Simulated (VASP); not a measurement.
# InSb (F-43m) in VASP: further runs, part 2 of 2

VASP 6.6.1.

## (4) Single point, PBE (32.62 Å³/atom)

The input, INCAR:

```
SYSTEM = InSb
PREC     = Accurate       ! precision mode
ENCUT    = 520            ! plane-wave cutoff, eV
EDIFF    = 1E-6           ! SCF threshold, eV
ISMEAR   = -1             ! smearing method
SIGMA    = 0.05           ! smearing width, eV
LREAL    = .FALSE.        ! projectors in reciprocal space
LASPH    = .TRUE.         ! aspherical terms in the spheres
NELM     = 80             ! most SCF steps
ALGO     = Normal         ! electronic algorithm
ISIF     = 2              ! what is computed and relaxed
LWAVE    = .FALSE.        ! write WAVECAR
LCHARG   = .TRUE.         ! write CHGCAR
GGA      = PE             ! functional
LELF     = .TRUE.         ! ELF
LVHAR    = .TRUE.       
NBANDS   = 16             ! bands
```

The input, KPOINTS:

```
Automatic mesh
0
G
  12 12 12
  0 0 0
```

The input, POSCAR:

```
InSb
1.0
    0.0000000000      3.1953230120      3.1953230120
    3.1953230120      0.0000000000      3.1953230120
    3.1953230120      3.1953230120      0.0000000000
In Sb
1 1
Direct
    0.0000000000      0.0000000000      0.0000000000
    0.7500000000      0.7500000000      0.7500000000
```

Potentials or basis: VASP PAW PBE potentials, release 64 (In_d, Sb).

Launch:

```bash
> cat potpaw_PBE.64/In_d/POTCAR potpaw_PBE.64/Sb/POTCAR > POTCAR
> mpirun -np 1 vasp_std > vasp.out
```

OUTCAR:

```text
SYSTEM = InSb
   PREC = Accurate
   ENCUT = 520
   EDIFF = 1E-6
   ISMEAR = -1
   LREAL = .FALSE.
   LASPH = .TRUE.
   NELM = 80
   ISIF = 2
   GGA = PE

 ion  position               nearest neighbor table
   1  0.000  0.000  0.000-   2 2.77   2 2.77   2 2.77   2 2.77
   2  0.750  0.750  0.750-   1 2.77   1 2.77   1 2.77   1 2.77

  LATTYP: Found a face centered cubic cell.
 ALAT       =     6.3906460240

  Lattice vectors:

 A1 = (   0.0000000000,   3.1953230120,   3.1953230120)
 A2 = (   3.1953230120,   0.0000000000,   3.1953230120)
 A3 = (   3.1953230120,   3.1953230120,   0.0000000000)

Analysis of symmetry for initial positions (statically):
=====================================================================
 Subroutine PRICEL returns:
 Original cell was already a primitive cell.

 Routine SETGRP: Setting up the symmetry group for a
 face centered cubic supercell.

 Subroutine GETGRP returns: Found 24 space group operations
 (whereof 24 operations were pure point group operations)
 out of a pool of 48 trial point group operations.

The static configuration has the point symmetry T_d .
[... 158 lines left out ...]

  energy without entropy =       -6.83459775  energy(sigma->0) =       -6.83470675

 E-fermi :   5.6555     XC(G=0):  -8.8639

 val. band max:        5.6039346096   @ k =   0.0000   0.0000   0.0000
 cond. band min:       6.1644766387   @ k =   0.5000   0.0000   0.0000
 fundamental gap:      0.5605420291
 Fermi energy:         5.6555163191

 k-point     1 :       0.0000    0.0000    0.0000
  band No.  band energies     occupation
      1      -9.1488      2.00000
      2      -9.1488      2.00000
      3      -9.1488      2.00000
      4      -9.0513      2.00000
      5      -9.0513      2.00000
      6      -5.4359      2.00000
[... 433 lines left out ...]
      3      -9.1200      2.00000
      4      -9.0533      2.00000
      5      -9.0502      2.00000
      6      -3.7959      2.00000
[... 8 lines left out ...]
     15      13.8841      0.00000
     16      14.2093      0.00000

 [... further k-points ...]

------------------------ aborting loop because EDIFF is reached ----------------------------------------

  FORCE on cell =-STRESS in cart. coord.  units (eV):
  Direction    XX          YY          ZZ          XY          YZ          ZX
  --------------------------------------------------------------------------------------
  -------------------------------------------------------------------------------------
  Total        2.2018006      2.2018006      2.2018006      0.0000000      0.0000000     -0.0000000
  in kB       54.0647581     54.0647581     54.0647581      0.0000000      0.0000000     -0.0000000
  external PRESSURE =      54.0647581 kB  Pullay stress =       0.0000000 kB

 VOLUME and BASIS-vectors are now :
 -----------------------------------------------------------------------------
  energy-cutoff  :      520.00
  volume of cell :       65.25
      direct lattice vectors                 reciprocal lattice vectors
     0.000000000  3.195323012  3.195323012    -0.156478703  0.156478703  0.156478703
     3.195323012  0.000000000  3.195323012     0.156478703 -0.156478703  0.156478703
     3.195323012  3.195323012  0.000000000     0.156478703  0.156478703 -0.156478703

 POSITION                                       TOTAL-FORCE (eV/Angst)
 -----------------------------------------------------------------------------------
      0.00000      0.00000      0.00000         0.000000     -0.000000     -0.000000
      4.79298      4.79298      4.79298        -0.000000      0.000000      0.000000
 -----------------------------------------------------------------------------------
    total drift:                                0.000000      0.000000      0.000000

  FREE ENERGIE OF THE ION-ELECTRON SYSTEM (eV)
  ---------------------------------------------------
  free  energy   TOTEN  =        -6.8348157442 eV

  energy  without entropy=       -6.8345977459  energy(sigma->0) =       -6.83470675
```

OSZICAR:

```text
N       E                     dE             d eps       ncg     rms          rms(c)
DAV:   1     0.114206957507E+03    0.11421E+03   -0.80075E+03  2312   0.114E+03
DAV:   2     0.288003426042E+00   -0.11392E+03   -0.11049E+03  2672   0.290E+02
DAV:   3    -0.674752899920E+01   -0.70355E+01   -0.70178E+01  2928   0.722E+01
DAV:   4    -0.694404484118E+01   -0.19652E+00   -0.19649E+00  2896   0.138E+01
DAV:   5    -0.695401388109E+01   -0.99690E-02   -0.99689E-02  3496   0.254E+00    0.447E+00
DAV:   6    -0.684972008223E+01    0.10429E+00   -0.15457E-01  3256   0.624E+00    0.259E+00
DAV:   7    -0.683322124041E+01    0.16499E-01   -0.75282E-02  3128   0.264E+00    0.654E-01
DAV:   8    -0.683410531641E+01   -0.88408E-03   -0.81726E-03  3072   0.107E+00    0.295E-01
DAV:   9    -0.683472733120E+01   -0.62201E-03   -0.94767E-04  2784   0.255E-01    0.789E-02
DAV:  10    -0.683477368055E+01   -0.46349E-04   -0.50135E-05  3144   0.507E-02    0.400E-02
DAV:  11    -0.683481425047E+01   -0.40570E-04   -0.70057E-05  2664   0.566E-02    0.230E-02
DAV:  12    -0.683481566372E+01   -0.14132E-05   -0.11319E-06  2592   0.855E-03    0.615E-03
DAV:  13    -0.683481574419E+01   -0.80478E-07   -0.13599E-06  2712   0.647E-03
   1 F= -.68348157E+01 E0= -.68347067E+01  d E =-.217998E-03
```

Run time: 2.3 min. Hardware: 1 thread of AMD EPYC, shared host; peak memory 0.22 GiB.

What came out:

* Free energy: -6.8348 eV
* Pressure: 5.4 GPa

Levels at points of the mesh, in eV from the Fermi level:
```
           k point  band 6  band 7  band 8  band 9  band 10  band 11  band 12  band 13
(0.00, 0.00, 0.00)  -11.09   -0.10   -0.10   -0.10    -0.05     2.85     2.85     2.85
(0.50, 0.00, 0.00)   -9.62   -5.92   -1.17   -1.17     0.51     3.71     3.71     5.96
(0.50, 0.50, 0.00)   -8.95   -6.20   -2.51   -2.51     1.17     1.20     8.30     8.30
```

Caveat: the cell stands under pressure; spin-orbit coupling is left out, which moves the levels of the heavy elements.

## (5) Summary

```tsv
task	cell	pressure (GPa)
relaxation of the atoms	atoms relaxed from a = 4.519 Å, angles 60.0°, 2 atoms	5.4
single point	a = 4.487 Å, angles 60.0°, 2 atoms	6.8
single point	a = 4.519 Å, angles 60.0°, 2 atoms	5.4
```

Alike in all rows: level PBE; potentials or basis VASP PAW PBE potentials, release 64 (In_d, Sb); no spin polarisation; k mesh 12 × 12 × 12; cutoff (eV) 520; smearing fermi-dirac 0.05 eV.

Caveats: spin-orbit coupling is left out, which moves the levels of the heavy elements; the cell stands under pressure (at least some runs); the relaxation stopped at its first step, so nothing moved (at least some runs).

Absolute energies hang on the potentials; compare differences alone.
